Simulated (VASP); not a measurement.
## AlN: single point with PBEsol

Crystal: AlN.

```
Al N
1.0
     3.31212    0.00000    0.00000
    -1.65606    2.86838    0.00000
     0.00000    0.00000    4.18756
Al N
2 2
Direct
  0.35076 0.67538 0.75000
  0.68410 0.34205 0.25000
  0.33333 0.66667 0.25000
  0.66667 0.33333 0.75000
```

This cell differs from its parent crystal: all Al atoms moved -0.050 Å, as atom 1 towards its neighbour atom 4 (N) at 1.912 Å.

```json
{
  "Program": "VASP 6.6.1",
  "Task": "single point",
  "Functional": "PBEsol",
  "Potentials or basis": "VASP PAW PBE potentials, release 64 (Al, N)",
  "Cutoff": "520 eV",
  "k mesh": "12 × 12 × 6",
  "Occupations": "gaussian, width 0.05 eV",
  "Spin": "no spin polarisation",
  "Dipole correction": "no",
  "Further INCAR settings": "ALGO = Normal; EDIFF = 1e-06; NBANDS = 16"
}
```

```yaml
Pressure: -3.2 GPa
Largest_force: 0.821 eV/Å
Band_gap_on_the_k_mesh: 3.18 eV
```

Forces on the atoms (eV/Å):
```
Al  -0.600 -0.346  0.000
Al  -0.707 -0.408  0.000
N    0.711  0.410  0.000
N    0.596  0.344  0.000
```

Stress tensor (GPa, compression positive):
```
-2.51  0.22  0.00
 0.22 -2.77  0.00
 0.00  0.00 -4.19
```

Levels at points of the mesh, in eV from the valence-band top:
| k point | band 5 | band 6 | band 7 | band 8 | band 9 | band 10 | band 11 | band 12 |
| --- | --- | --- | --- | --- | --- | --- | --- | --- |
| (0.00, 0.00, 0.00) | -3.28 | -1.61 | -1.61 | 0.00 | 3.18 | 4.33 | 8.13 | 8.14 |
| (0.50, 0.00, 0.00) | -4.51 | -4.33 | -2.92 | -1.46 | 3.76 | 7.02 | 7.05 | 9.07 |
| (0.00, 0.50, 0.00) | -4.49 | -4.33 | -2.91 | -1.46 | 3.75 | 7.01 | 7.03 | 9.10 |
| (0.00, 0.00, 0.50) | -2.60 | -2.59 | -2.37 | -2.37 | 5.56 | 5.56 | 8.21 | 8.21 |
| (0.50, 0.00, 0.50) | -3.36 | -3.17 | -1.76 | -1.75 | 4.93 | 4.97 | 9.16 | 9.18 |
| (0.00, 0.50, 0.50) | -3.31 | -3.21 | -1.76 | -1.75 | 4.94 | 4.96 | 9.16 | 9.17 |

Wall time 49 s on 1 thread of AMD EPYC 9R45 96-Core Processor (Zen 5) (shared host), peak memory 0.19 GiB.

Caveat: the cell differs from its parent crystal (all Al atoms moved -0.050 Å, as atom 1 towards its neighbour atom 4 (N) at 1.912 Å); the cell stands under tension; the PAW data sets were made with another functional, which shifts forces and pressure a little. A k mesh can miss the band edges.
